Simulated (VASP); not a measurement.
BN, 12 atoms in the cell. Symmetry: P3m1, No. 156, trigonal system. Conventional cell: a = 2.557 Å, b = 2.557 Å, c = 12.634 Å, α = 90.00°, β = 90.00°, γ = 120.00°. B (site symmetry 3m) has 4 N at 1.57 to 1.58 Å within 2.1 Å. Within 2.1 Å of B (site symmetry 3m) lie 4 N at 1.57 Å. Within 2.1 Å of B (site symmetry 3m) lie 4 N at 1.57 to 1.58 Å. B (site symmetry 3m) has 4 N at 1.57 Å within 2.1 Å. Within 2.1 Å of B (site symmetry 3m) lie 4 N at 1.57 to 1.58 Å. B (site symmetry 3m) has 4 N at 1.57 to 1.58 Å within 2.1 Å. Within 2.1 Å of N (site symmetry 3m) lie 4 B at 1.57 to 1.58 Å. N (site symmetry 3m) has 4 B at 1.57 Å within 2.1 Å. 

- Program: VASP 6.6.1
- Task: single point
- Functional: PBE
- Potentials or basis: VASP PAW PBE potentials, release 64 (B, N)
- Cutoff: 520 eV
- k mesh: 12 × 12 × 2
- Occupations: gaussian, width 0.02 eV
- Spin: no spin polarisation
- Dipole correction: no
- Further INCAR settings: ALGO = Normal; EDIFF = 1e-07; NBANDS = 36

Potentials or basis: VASP PAW PBE potentials, release 64 (B, N).

Command:

```bash
$ cat potpaw_PBE.64/B/POTCAR potpaw_PBE.64/N/POTCAR > POTCAR
$ mpirun -np 1 vasp_std > vasp.out
```

Hardware: 1 thread of Intel(R) Xeon(R) Platinum 8488C (Sapphire Rapids), on a shared host.

Q: How long does it take, and how much memory?

A: It took 74 s on 1 thread of Intel(R) Xeon(R) Platinum 8488C (Sapphire Rapids), on a shared host, peak memory 0.21 GiB. Counts: scf iterations 14, k points 38.
